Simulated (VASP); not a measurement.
Runs of VASP 6.6.1 on AlN. The structure is that of space group F-43m (No. 216), or close to it. The cells are those of the table. 

```csv
task,cell,k mesh,cutoff (eV),smearing,gap on the mesh (eV),pressure (GPa)
single point,"a = 3.121, b = 3.121, c = 3.096 Å, angles 59.7, 59.7, 90.0°, 2 atoms",10 × 10 × 10,520,gaussian 0.01 eV,(a),-3.3
single point,"a = 3.152, b = 3.152, c = 3.103 Å, angles 59.5, 59.5, 90.0°, 2 atoms",10 × 10 × 10,520,gaussian 0.01 eV,3.74,(b)
relaxation of cell and atoms,"relaxed from a = 3.089 Å, angles 60.0, 60.0, 90.0°, 2 atoms",14 × 14 × 14,600,fermi-dirac 0.1 eV,3.93,0.0
single point,"a = 3.090 Å, angles 60.0, 60.0, 90.0°, 2 atoms",14 × 14 × 14,520,fermi-dirac 0.1 eV,3.93,-0.4
```

Alike in all rows: level r2SCAN; potentials or basis VASP PAW PBE potentials, release 64 (Al, N); no spin polarisation.

Task: Fill in the values left out.

Result: (a) 3.83; (b) -6.0.

Caveats: the PAW data sets were made with another functional, which shifts forces and pressure a little; the cell stands under tension (at least some runs).

A k mesh can miss the band edges.
